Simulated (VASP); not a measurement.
Input of a VASP 6.6.1 run:

File INCAR:

```
SYSTEM = ScPt
PREC = Accurate
ENCUT = 520
EDIFF = 1E-7
ISMEAR = 0
SIGMA = 0.1
LREAL = .False.
LASPH = .True.
NELM = 80
ALGO = Normal
ISIF = 2
LWAVE = .False.
LCHARG = .True.
LELF = .True.
LVHAR = .True.
NBANDS = 18
```

Contents of KPOINTS:

```
Automatic mesh
0
Gamma
  14 14 14
  0 0 0
```

The input POSCAR:

```
ScPt
1.0
    3.2290422495      0.0000000000      0.0000000000
    0.0000000000      3.2290422495      0.0000000000
    0.0000000000      0.0000000000      3.2290422495
Sc Pt
1 1
Direct
    0.5000000000      0.5000000000      0.5000000000
    0.0000000000      0.0000000000      0.0000000000
```

Potentials or basis: VASP PAW LDA potentials, release 64 (Sc_sv, Pt).

Run with:

```console
$ cat potpaw_LDA.64/Sc_sv/POTCAR potpaw_LDA.64/Pt/POTCAR > POTCAR
$ mpirun -np 1 vasp_std > vasp.out
```

Problem. What does it give for the pressure?

Solution. 0.8 GPa.
